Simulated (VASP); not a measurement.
# YIn (Pm-3m) in VASP: vibrations by perturbation theory with LDA

Aim: the vibrations by perturbation theory of YIn with LDA.

All numbers are computed with VASP 6.6.1; they aren't measurements. Logs are shortened: lines on timing, memory, paths and dates and some standing lists are left out, and cuts for length are marked.

## Step 1: The cell of the first run

Symmetry: Pm-3m, No. 221, cubic system. Conventional cell: a = 3.667 Å, b = 3.667 Å, c = 3.667 Å, α = 90.00°, β = 90.00°, γ = 90.00°. Within 4.2 Å of Y (site symmetry m-3m) lie 8 In at 3.18 Å and 6 Y at 3.67 Å. In (site symmetry m-3m) has 8 Y at 3.18 Å and 6 In at 3.67 Å within 4.2 Å.

## Step 2: Vibrations by perturbation theory, LDA

Contents of INCAR:

```
PREC = Accurate
ENCUT = 520
EDIFF = 1E-8
ISMEAR = -1
SIGMA = 0.15
LREAL = F
LASPH = T
NELM = 80
ALGO = Normal
ISIF = 2
LWAVE = F
LCHARG = T
GGA = CA
NBANDS = 19
IBRION = 8
NSW = 1
```

Contents of KPOINTS:

```
regular mesh
0
Gamma
  12 12 12
```

Contents of POSCAR:

```
YIn
1.0
    3.6670921870      0.0000000000      0.0000000000
    0.0000000000      3.6670921870      0.0000000000
    0.0000000000      0.0000000000      3.6670921870
Y In
1 1
Direct
    0.5000000000      0.5000000000      0.5000000000
    0.0000000000      0.0000000000      0.0000000000
```

Potentials or basis: VASP PAW LDA potentials, release 64 (Y_sv, In_d).

Launch:

```bash
$ cat potpaw_LDA.64/Y_sv/POTCAR potpaw_LDA.64/In_d/POTCAR > POTCAR
$ mpirun -np 1 vasp_std > vasp.out
```

OUTCAR:

```text
PREC = Accurate
   ENCUT = 520
   EDIFF = 1E-8
   ISMEAR = -1
   LREAL = F
   LASPH = T
   NELM = 80
   ISIF = 2
   GGA = CA
   IBRION = 8
   NSW = 1

 ion  position               nearest neighbor table
   1  0.500  0.500  0.500-   2 3.18   2 3.18   2 3.18   2 3.18   2 3.18   2 3.18   2 3.18   2 3.18

   2  0.000  0.000  0.000-   1 3.18   1 3.18   1 3.18   1 3.18   1 3.18   1 3.18   1 3.18   1 3.18

  LATTYP: Found a simple cubic cell.
 ALAT       =     3.6670921870

  Lattice vectors:

 A1 = (   3.6670921870,   0.0000000000,   0.0000000000)
 A2 = (   0.0000000000,   3.6670921870,   0.0000000000)
 A3 = (   0.0000000000,   0.0000000000,   3.6670921870)

Analysis of symmetry for initial positions (statically):
=====================================================================
 Subroutine PRICEL returns:
 Original cell was already a primitive cell.

 Routine SETGRP: Setting up the symmetry group for a
 simple cubic supercell.

 Subroutine GETGRP returns: Found 48 space group operations
 (whereof 48 operations were pure point group operations)
 out of a pool of 48 trial point group operations.

The static configuration has the point symmetry O_h .

Analysis of symmetry for dynamics (positions and initial velocities):
=====================================================================
 Subroutine PRICEL returns:
 Original cell was already a primitive cell.

 Routine SETGRP: Setting up the symmetry group for a
 simple cubic supercell.

 Subroutine GETGRP returns: Found 48 space group operations
 (whereof 48 operations were pure point group operations)
 out of a pool of 48 trial point group operations.

The dynamic configuration has the point symmetry O_h .

 Subroutine INISYM returns: Found 48 space group operations
 (whereof 48 operations are pure point group operations),
 and found     1 'primitive' translations

----------------------------------------------------------------------------------------

                                     Primitive cell

  volume of cell :      49.3135

  direct lattice vectors                    reciprocal lattice vectors
     3.667092187  0.000000000  0.000000000     0.272695626  0.000000000  0.000000000
     0.000000000  3.667092187  0.000000000     0.000000000  0.272695626  0.000000000
     0.000000000  0.000000000  3.667092187     0.000000000  0.000000000  0.272695626

  length of vectors
     3.667092187  3.667092187  3.667092187     0.272695626  0.272695626  0.272695626

  position of ions in fractional coordinates (direct lattice)
     0.500000000  0.500000000  0.500000000
     0.000000000  0.000000000  0.000000000

  ion indices of the primitive-cell ions
   primitive index   ion index
                 1           1
                 2           2

----------------------------------------------------------------------------------------

 KPOINTS: regular mesh

Automatic generation of k-mesh.
 Grid dimensions read from file:
 generate k-points for:   12   12   12

 Generating k-lattice:

  Cartesian coordinates                     Fractional coordinates (reciprocal lattice)
     0.022724636  0.000000000  0.000000000     0.083333333  0.000000000  0.000000000
     0.000000000  0.022724636  0.000000000     0.000000000  0.083333333  0.000000000
     0.000000000  0.000000000  0.022724636     0.000000000  0.000000000  0.083333333

  Length of vectors
     0.022724636  0.022724636  0.022724636

  Shift w.r.t. Gamma in fractional coordinates (k-lattice)
     0.000000000  0.000000000  0.000000000

[... 66 lines left out ...]
   EFERMI_NEDOS =   21; number of points for ismear=-14 and -15
   IALGO  =     38    algorithm
   IMIX   =      4    mixing-type and parameters
     AMIX     =   0.40;   BMIX     =  1.00
     AMIX_MAG =   1.60;   BMIX_MAG =  1.00
  volume/ion in A,a.u.               =      24.66       166.39
  Fermi-wavevector in a.u.,A,eV,Ry     =   1.287726  2.433449 22.561696  1.658238
  Thomas-Fermi vector in A             =   2.419723
   LORBIT       =      0    0 simple, 1 ext, 2 COOP (PROOUT), +10 PAW based schemes
   GGA     = CA    functional components
   LHFCALC =     F    Hartree Fock is set to
   AEXX    =    0.0000 exact exchange contribution
   IVDW    =     0    specifies the selected vdW correction
   LEPSILON=     F    determine dielectric tensor
   LRPA    =     F    only Hartree local field effects (RPA)
 non-spin polarized calculation
  energy-cutoff  :      520.00
  volume of cell :       49.31
 maximum number of plane-waves:      1357
 NGX is ok and might be reduce to    28
   NGX = 13   NGY = 13   NGZ = 13

--------------------------------------- Ionic step        1  -------------------------------------------

 number of electron      24.0000008 magnetization

 Free energy of the ion-electron system (eV)
  ---------------------------------------------------
  ext. energy  EPLUGINS =         0.00000000
  ---------------------------------------------------
  free energy    TOTEN  =       -11.38450178 eV

  energy without entropy =      -11.29751488  energy(sigma->0) =      -11.34100833

 E-fermi :   6.3906     XC(G=0): -10.8392

 val. band max:        6.3828702172   @ k =   0.5000   0.4167   0.0000
 cond. band min:       6.3909366646   @ k =   0.4167   0.0000   0.0000
 fundamental gap:      0.0080664473
 Fermi energy:         6.3905516811

 k-point     1 :       0.0000    0.0000    0.0000
  band No.  band energies     occupation
      1     -36.1327      2.00000
      2     -16.1784      2.00000
      3     -16.1784      2.00000
      4     -16.1784      2.00000
      5      -8.0644      2.00000
      6      -8.0644      2.00000
[... 505 lines left out ...]
      6      -7.9942      2.00000
[... 11 lines left out ...]
     18      12.8356      0.00000
     19      13.1851      0.00000

 [... further k-points ...]
[... 5 lines left out ...]
  --------------------------------------------------------------------------------------
  -------------------------------------------------------------------------------------
  Total        0.0157351      0.0157351      0.0157351      0.0000000      0.0000000     -0.0000000
  in kB        0.5112290      0.5112290      0.5112290      0.0000000      0.0000000     -0.0000000
  external PRESSURE =       0.5112290 kB  Pullay stress =       0.0000000 kB

 VOLUME and BASIS-vectors are now :
 -----------------------------------------------------------------------------
  energy-cutoff  :      520.00
  volume of cell :       49.31
      direct lattice vectors                 reciprocal lattice vectors
     3.667092187  0.000000000  0.000000000     0.272695626  0.000000000  0.000000000
     0.000000000  3.667092187  0.000000000     0.000000000  0.272695626  0.000000000
     0.000000000  0.000000000  3.667092187     0.000000000  0.000000000  0.272695626

 POSITION                                       TOTAL-FORCE (eV/Angst)
 -----------------------------------------------------------------------------------
      1.83355      1.83355      1.83355         0.000000      0.000000      0.000000
      0.00000      0.00000      0.00000         0.000000      0.000000      0.000000
 -----------------------------------------------------------------------------------
    total drift:                               -0.000000      0.000000      0.000000

  FREE ENERGIE OF THE ION-ELECTRON SYSTEM (eV)
  ---------------------------------------------------
  free  energy   TOTEN  =       -11.3845017805 eV

  energy  without entropy=      -11.2975148762  energy(sigma->0) =      -11.34100833

[... ionic steps 2 to 3 ...]

--------------------------------------- Ionic step        4  -------------------------------------------

------------------------ aborting loop because EDIFF is reached ----------------------------------------

[... ionic steps 5 to 6 ...]

--------------------------------------- Ionic step        7  -------------------------------------------

 Free energy of the ion-electron system (eV)
  ---------------------------------------------------
  ---------------------------------------------------
  free energy    TOTEN  =        -0.23855292 eV

  energy without entropy =       -0.23855292

------------------------ aborting loop because EDIFF is reached ----------------------------------------

 INTERNAL STRAIN TENSOR  FOR ION    2  DIRECTION 1   (eV/Angst):
 -----------------------------------------------------------------------------
     0.02772  0.00000 -0.00000
     0.00000 -0.00892 -0.00000
     0.00000 -0.00000 -0.00892

 INTERNAL STRAIN TENSOR FOR ION    2 for displacements in x,y,z  (eV/Angst):
          X           Y           Z          XY          YZ          ZX
  --------------------------------------------------------------------------------
  x     0.00000     0.00000     0.00000     0.00000     0.00000     0.00000
  y     0.00000     0.00000     0.00000     0.00000     0.00000     0.00000
  z     0.00000     0.00000     0.00000     0.00000     0.00000     0.00000

 SECOND DERIVATIVES (NOT SYMMETRIZED)
 ------------------------------------
               1X          1Y          1Z          2X          2Y          2Z
  1X    -3.475900   -0.000000    0.000000    3.475900    0.000000   -0.000000
  1Y    -0.000000   -3.475900    0.000000    0.000000    3.475900   -0.000000
  1Z    -0.000000   -0.000000   -3.475900    0.000000    0.000000    3.475900
  2X     3.501512   -0.000000    0.000000   -3.501512    0.000000   -0.000000
  2Y     0.000000    3.501512    0.000000   -0.000000   -3.501512   -0.000000
  2Z    -0.000000    0.000000    3.501512    0.000000   -0.000000   -3.501512

 Eigenvectors and eigenvalues of the dynamical matrix
 ----------------------------------------------------

   1 f  =    4.124118 THz    25.912600 2PiTHz  137.565783 cm-1    17.055976 meV
             X         Y         Z           dx          dy          dz
      1.833546  1.833546  1.833546    -0.749529    0.000000   -0.000000
      0.000000  0.000000  0.000000     0.661972   -0.000000    0.000000
[... 21 lines left out ...]
   6 f/i=    0.007511 THz     0.047195 2PiTHz    0.250553 cm-1     0.031065 meV
             X         Y         Z           dx          dy          dz
      1.833546  1.833546  1.833546    -0.661972    0.000000   -0.000000
      0.000000  0.000000  0.000000    -0.749529   -0.000000    0.000000

--------------------------------------------------------------------------------------------------------

 ELASTIC MODULI CONTR FROM IONIC RELAXATION (kBar)
 Direction    XX          YY          ZZ          XY          YZ          ZX
 --------------------------------------------------------------------------------
 XX           0.0000      0.0000      0.0000      0.0000      0.0000      0.0000
 YY           0.0000      0.0000      0.0000      0.0000      0.0000      0.0000
 ZZ           0.0000      0.0000      0.0000      0.0000      0.0000      0.0000
 XY           0.0000      0.0000      0.0000      0.0000      0.0000      0.0000
 YZ           0.0000      0.0000      0.0000      0.0000      0.0000      0.0000
 ZX           0.0000      0.0000      0.0000      0.0000      0.0000      0.0000
 --------------------------------------------------------------------------------
```

Wall time 18 min (1 thread of Intel Xeon 8259CL, shared host); peak memory 0.5 GiB.

Results:

- Highest phonon frequency at Γ: 138 cm⁻¹

Phonon frequencies in cm⁻¹ (negative: imaginary):
```tsv
q point	frequencies
(0.000, 0.000, 0.000)	0 0 0 138 138 138
```

Caveat: spin-orbit coupling is left out, which moves the levels of the heavy elements.
